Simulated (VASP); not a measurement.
A run of VASP 6.6.1:

Contents of INCAR:

```
  PREC = Accurate
  ENCUT = 520
  EDIFF = 1E-6
  ISMEAR = 0
  SIGMA = 0.05
  LREAL = F
  LASPH = T
  NELM = 100
  ALGO = Normal
  ISIF = 2
  LWAVE = F
  LCHARG = T
  GGA = PE
  LELF = T
  LVHAR = T
  NBANDS = 14
```

KPOINTS

```
Automatic mesh
0
Gamma
  8 8 8
```

The input POSCAR:

```
NaI
1.0
    0.1682362846      3.3226666206      3.3226666206
    3.3226666206      0.1682362846      3.3226666206
    3.3226666206      3.3226666206      0.1682362846
Na I
1 1
Direct
    0.0000000000      0.0000000000      0.0000000000
    0.5000000000      0.5000000000      0.5000000000
```

Potentials or basis: VASP PAW PBE potentials, release 64 (Na_pv, I).

Launch:

```bash
$ cat potpaw_PBE.64/Na_pv/POTCAR potpaw_PBE.64/I/POTCAR > POTCAR
$ mpirun -np 1 vasp_std > vasp.out
```

Hardware: 1 thread of Intel Xeon 8259CL (shared host).

Question: How long does it take, and how much memory?

Answer: Wall time 80 s on 1 thread of Intel Xeon 8259CL, on a shared host, peak memory 0.24 GiB. Counts: scf iterations 12, k points 65.
